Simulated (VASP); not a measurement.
**ScAl3: relaxation of cell and atoms with PBEsol**

Crystal: ScAl3.

```
Sc Al
1.0
    -4.07033    4.07033    4.07033
     4.07033   -4.07033    4.07033
     4.07033    4.07033   -4.07033
Sc Al
4 12
Direct
  0.50000 0.50000 0.00000
  0.00000 0.00000 0.00000
  0.00000 0.50000 0.50000
  0.50000 0.00000 0.50000
  0.75000 0.75000 0.50000
  0.25000 0.25000 0.50000
  0.25000 0.75000 0.00000
  0.75000 0.25000 0.00000
  0.75000 0.50000 0.75000
  0.25000 0.00000 0.75000
  0.25000 0.50000 0.25000
  0.75000 0.00000 0.25000
  0.50000 0.25000 0.25000
  0.00000 0.75000 0.25000
  0.00000 0.25000 0.75000
  0.50000 0.75000 0.75000
```

```yaml
Program: VASP 6.6.1
Task: relaxation of cell and atoms
Functional: PBEsol
Potentials_or_basis: VASP PAW PBE potentials, release 64 (Sc_sv, Al)
Cutoff: 600 eV
k_mesh: 6 × 6 × 6
Occupations: gaussian, width 0.1 eV
Spin: no spin polarisation
Dipole_correction: no
Further_INCAR_settings: LREAL = Auto; ALGO = Fast; EDIFF = 1e-06; IBRION = 2; EDIFFG = -0.015; NSW = 80; ISIF = 3
```

```json
{"Relaxed volume": "16.93 Å³/atom", "Relaxed cell": "a = 7.060 Å, b = 7.060 Å, c = 7.060 Å, α = 109.47°, β = 109.47°, γ = 109.47°", "Space group after relaxing (to 0.1 Å)": "Pm-3m (No. 221)", "Energy gained by relaxing": "0.0 meV/atom", "Ionic steps": "2", "Pressure after relaxing": "-0.1 GPa", "Band gap on the k mesh": "zero (bands 40 and 41 overlap by 1.48 eV)"}
```

The path:
```tsv
step	energy change (eV)	largest force (eV/Å)	pressure (GPa)	volume (Å³)
1	0.0000	0.0000	0.27	269.74
2	-0.0005	0.0000	-0.14	270.86
```

Final structure:
```xyz
16
Lattice="-4.0759 4.0759 4.0759 4.0759 -4.0759 4.0759 4.0759 4.0759 -4.0759" Properties=species:S:1:pos:R:3 pbc="T T T"
Sc    4.0759    4.0759    0.0000
Sc    0.0000    0.0000    0.0000
Sc    4.0759    0.0000    0.0000
Sc    4.0759    0.0000    4.0759
Al    2.0380    2.0380    4.0759
Al    2.0380    2.0380    0.0000
Al    2.0380   -2.0380    4.0759
Al    2.0380    6.1139    0.0000
Al    2.0380    4.0759    2.0380
Al    2.0380    4.0759   -2.0380
Al    2.0380    0.0000    2.0380
Al    2.0380    0.0000    6.1139
Al    0.0000    2.0380    2.0380
Al    0.0000    2.0380    6.1139
Al    0.0000    6.1139    2.0380
Al    4.0759    2.0380    2.0380
```

Levels at points of the mesh, in eV from the Fermi level:
```csv
k point,band 36,band 37,band 38,band 39,band 40,band 41,band 42,band 43,band 44,band 45
"(0.00, 0.00, 0.00)",-0.56,-0.56,-0.56,-0.56,-0.56,1.20,1.20,1.20,1.21,1.28
"(0.50, 0.00, 0.00)",-1.58,-1.55,-1.55,0.01,0.01,0.06,0.06,0.17,0.17,1.09
"(0.50, 0.50, 0.50)",-1.52,-1.52,-1.52,0.91,0.91,0.91,0.92,1.01,1.01,1.01
```

Run time: 8.5 min on 1 thread of Intel(R) Xeon(R) 6975P-C (Granite Rapids), with other jobs on the host, peak memory 0.52 GiB.

Caveat: the PAW data sets were made with another functional, which shifts forces and pressure a little.
